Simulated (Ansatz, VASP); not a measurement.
One calculation of NaI, two programs

Contents of INCAR:

```
ALGO = Normal
EDIFF = 1E-7
ENCUT = 520
GGA = PE
GGA_COMPAT = F
ISIF = 2
ISMEAR = 0
LASPH = T
LCHARG = T
LORBIT = 11
LORBMOM = T
LREAL = F
LSORBIT = T
LVHAR = T
LWAVE = F
MAGMOM = 0 0 0 0 0 0
NBANDS = 26
NELM = 150
PREC = Accurate
SIGMA = 0.01
```

KPOINTS

```
k-points
0
Gamma
  6 6 6
```

File POSCAR:

```
NaI
1.0
    4.0405366006      0.0000000000      0.0000000000
    0.0000000000      4.0405366006      0.0000000000
    0.0000000000      0.0000000000      4.0405366006
Na I
1 1
Direct
    0.0000000000      0.0000000000      0.0000000000
    0.5000000000      0.5000000000      0.5000000000
```

Input for Ansatz:

```yaml
crystal:
  lattice:
    - [4.0405366006, 0.0, 0.0]
    - [0.0, 4.0405366006, 0.0]
    - [0.0, 0.0, 4.0405366006]
  atoms:
    - { symbol: Na, position: [0.0, 0.0, 0.0] }
    - { symbol: I, position: [0.5, 0.5, 0.5] }
kpoints:
  mp_grid: { grid: [6, 6, 6] }
  band_path:
    path:
      - [0.0, 0.0, 0.0]
      - [0.0, 0.5, 0.0]
      - [0.5, 0.5, 0.0]
      - [0.5, 0.5, 0.5]
      - [0.0, 0.5, 0.5]
    npoints: 1
hamiltonian:
  xc: pbe
scf:
  occupations: { method: fixed }
  n_extra_bands: 8
magnetization:
  noncollinear: true
  spin_orbit: true
output:
  forces: true
  stress: true
  eigenvalues: true
```

Alike in both runs: task single point; functional PBE; k mesh 6 × 6 × 6; non-collinear spin, spin-orbit coupling.

|  | VASP | Ansatz |
| --- | --- | --- |
| version | VASP 6.6.1 | Ansatz 0.2.0 |
| potentials or method | VASP PAW PBE potentials, release 64 (Na_pv, I) | plane waves, PAW |
| plane-wave cutoff (eV) | 520 | 420 |
| occupations | gaussian, width 0.01 eV | fixed |
| valence electrons in the cell | 14 | 26 |

|  | VASP | Ansatz | Ansatz less VASP |
| --- | --- | --- | --- |
| pressure (GPa) | 0.3 | 0.3 | -0.02 |

VASP's potentials hold 14 valence electrons a cell and Ansatz's 26, so a difference there can come from the potentials and not from the codes.
